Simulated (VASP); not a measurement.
Here is a VASP 6.6.1 calculation.

INCAR

```
PREC     = Accurate       # precision mode
ENCUT    = 600            # plane-wave cutoff, eV
EDIFF    = 1E-6           # SCF threshold, eV
ISMEAR   = 0              # smearing method
SIGMA    = 0.1            # smearing width, eV
LREAL    = False          # projectors in reciprocal space
LASPH    = True           # aspherical terms in the spheres
NELM     = 200            # most SCF steps
ALGO     = Normal         # electronic algorithm
ISIF     = 2              # what is computed and relaxed
LWAVE    = False          # write WAVECAR
LCHARG   = False          # write CHGCAR
ISPIN    = 2              # spin polarisation
MAGMOM   = 7.55 0         # initial moments
LORBIT   = 11             # projections on sites
LMAXMIX  = 6              # l up to which the mixer works
GGA      = PE             # functional
NBANDS   = 22             # bands
GGA_COMPAT= False
```

KPOINTS

```
regular mesh
0
Gamma
  14 14 14
```

Contents of POSCAR:

```
GdN
1.0
    0.0000000000      2.4919282250      2.4919282250
    2.4919282250      0.0000000000      2.4919282250
    2.4919282250      2.4919282250      0.0000000000
Gd N
1 1
Direct
    0.0000000000      0.0000000000      0.0000000000
    0.5000000000      0.5000000000      0.5000000000
```

Potentials or basis: VASP PAW PBE potentials, release 64 (Gd, N).

The run is started by

```console
$ cat potpaw_PBE.64/Gd/POTCAR potpaw_PBE.64/N/POTCAR > POTCAR
$ mpirun -np 1 vasp_std > vasp.out
```

Problem. Estimate the site moments.

Solution. Gd +6.80; N -0.09 μB.

Problem. Estimate the band gap on the k mesh.

Solution. Zero (filled and empty bands overlap).

Problem. Predict the pressure.

Solution. 0.0 GPa.

Problem. Estimate the net moment.

Solution. 7.00 μB per cell.

Caveat: spin-orbit coupling is left out, which moves the levels of the heavy elements; a cell with one magnetic atom can't hold antiferromagnetic order, which such compounds often take; semilocal functionals describe open f shells poorly, which spoils levels, moments and volumes. The state reached can hang on the start; a lower one may exist.
